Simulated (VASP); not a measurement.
# Ge: single point with PBEsol

The system is Ge.

```xyz
2
Lattice="0.0000 2.7242 2.7242 2.7242 0.0000 2.7242 2.7242 2.7242 0.0000" Properties=species:S:1:pos:R:3 pbc="T T T"
Ge    2.7242    2.7242    2.7242
Ge    4.0863    4.0863    4.0863
```

This cell differs from its parent crystal: volume scaled by 0.88.

```
Program             : VASP 6.6.1
Task                : single point
Functional          : PBEsol
Potentials or basis : VASP PAW PBE potentials, release 64 (Ge_d)
Cutoff              : 520 eV
k mesh              : 9 × 9 × 9
Occupations         : fermi-dirac, width 0.05 eV
Spin                : no spin polarisation
```

The pressure is 10.9 GPa and the band gap on the k mesh is 0.33 eV, indirect (least direct gap 1.07 eV).

Levels at points of the mesh, in eV from the valence-band top:
| k point | band 11 | band 12 | band 13 | band 14 | band 15 | band 16 | band 17 | band 18 |
| --- | --- | --- | --- | --- | --- | --- | --- | --- |
| (0.00, 0.00, 0.00) | -13.72 | 0.00 | 0.00 | 0.00 | 1.07 | 2.57 | 2.57 | 2.57 |

It took 17 s on 1 thread of AMD EPYC 9R45 96-Core Processor (Zen 5), with other jobs on the host, peak memory 0.14 GiB.

Caveat: the PAW data sets were made with another functional, which shifts forces and pressure a little. A k mesh can miss the band edges.
